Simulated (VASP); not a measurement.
Here is a VASP 6.6.1 calculation.

INCAR

```
SYSTEM = F
  PREC = Accurate
  ENCUT = 520
  EDIFF = 1E-7
  ISMEAR = 0
  SIGMA = 0.05
  LREAL = .FALSE.
  LASPH = .TRUE.
  NELM = 80
  ALGO = Normal
  ISIF = 2
  LWAVE = .FALSE.
  LCHARG = .FALSE.
  GGA = PS
  NBANDS = 22
```

File KPOINTS:

```
Automatic mesh
0
G
  4 4 2
  0 0 0
```

The input POSCAR:

```
F
1.0
    3.1926436540     -1.7769917959     -0.2462442210
    3.1926436540      1.7769917959     -0.2462442210
   -2.4179634736      0.0000000000      7.1235483043
F
4
Direct
    0.0848459664      0.0848459664      0.0940038325
    0.9151540336      0.9151540336      0.9059961675
    0.5015719855      0.5015719855      0.5937195244
    0.4984280145      0.4984280145      0.4062804756
```

Potentials or basis: VASP PAW PBE potentials, release 64 (F).

The run is started by

```sh
$ cat potpaw_PBE.64/F/POTCAR > POTCAR
$ mpirun -np 1 vasp_std > vasp.out
```

Estimate the band gap on the k mesh.

3.01 eV, indirect (least direct gap 3.10 eV).

Predict the largest force.

0.336 eV/Å.

Predict the pressure.

0.1 GPa.

Stress tensor (GPa, compression positive):
```
-0.26  0.00  0.09
 0.00 -0.52  0.00
 0.09  0.00  1.15
```

Caveat: the k points lie up to 0.52 Å⁻¹ apart; the PAW data sets were made with another functional, which shifts forces and pressure a little. A k mesh can miss the band edges.
